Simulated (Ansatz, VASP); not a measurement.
YN in VASP and in Ansatz

File INCAR:

```
PREC = Accurate ; ENCUT = 600
EDIFF = 1E-6 ; ISMEAR = -1
SIGMA = 0.03 ; LREAL = False
LASPH = True ; NELM = 120
ALGO = Normal ; ISIF = 2
LWAVE = False ; LCHARG = False
GGA = PE ; NBANDS = 15
GGA_COMPAT = False
```

Contents of KPOINTS:

```
Automatic mesh
0
Gamma
  9 9 9
```

Contents of POSCAR:

```
YN
1.0
    0.0000000000      2.4221337351      2.4221337351
    2.4221337351      0.0000000000      2.4221337351
    2.4221337351      2.4221337351      0.0000000000
Y N
1 1
Direct
    0.0000000000      0.0000000000      0.0000000000
    0.5000000000      0.5000000000      0.5000000000
```

Input for Ansatz:

```yaml
crystal:
  lattice:
    - [0.0, 2.4221337351, 2.4221337351]
    - [2.4221337351, 0.0, 2.4221337351]
    - [2.4221337351, 2.4221337351, 0.0]
  atoms:
    - { symbol: "Y", position: [0.0, 0.0, 0.0] }
    - { symbol: "N", position: [0.5, 0.5, 0.5] }
kpoints:
  mp_grid: { grid: [9, 9, 9] }
  band_path:
    path:
      - [0.0, 0.0, 0.0]
      - [0.5, 0.0, 0.5]
      - [0.625, 0.25, 0.625]
      - [0.375, 0.375, 0.75]
      - [0.0, 0.0, 0.0]
      - [0.5, 0.5, 0.5]
      - [0.5, 0.25, 0.75]
      - [0.5, 0.0, 0.5]
    npoints: 5
scf:
  occupations: { method: fermi_dirac, width: 0.03 }
hamiltonian:
  xc: pbe
  pseudopotentials: { kind: all_electron, lapw: { basis_error: 0.0005 } }
output:
  forces: true
  stress: true
  eigenvalues: true
```

Change from the starting cell: volume scaled by 0.98.

Alike in both runs: task single point; functional PBE; k mesh 9 × 9 × 9; occupations fermi-dirac, width 0.03 eV; no spin polarisation.

|  | VASP | Ansatz |
| --- | --- | --- |
| version | VASP 6.6.1 | Ansatz 0.2.0 |
| potentials or method | VASP PAW PBE potentials, release 64 (Y_sv, N), cutoff 600 eV | all-electron LAPW, scalar-relativistic |

|  | VASP | Ansatz | Ansatz less VASP |
| --- | --- | --- | --- |
| pressure (GPa) | 6.3 | 6.6 | +0.32 |

Ansatz ran all-electron here, and VASP with PAW potentials.
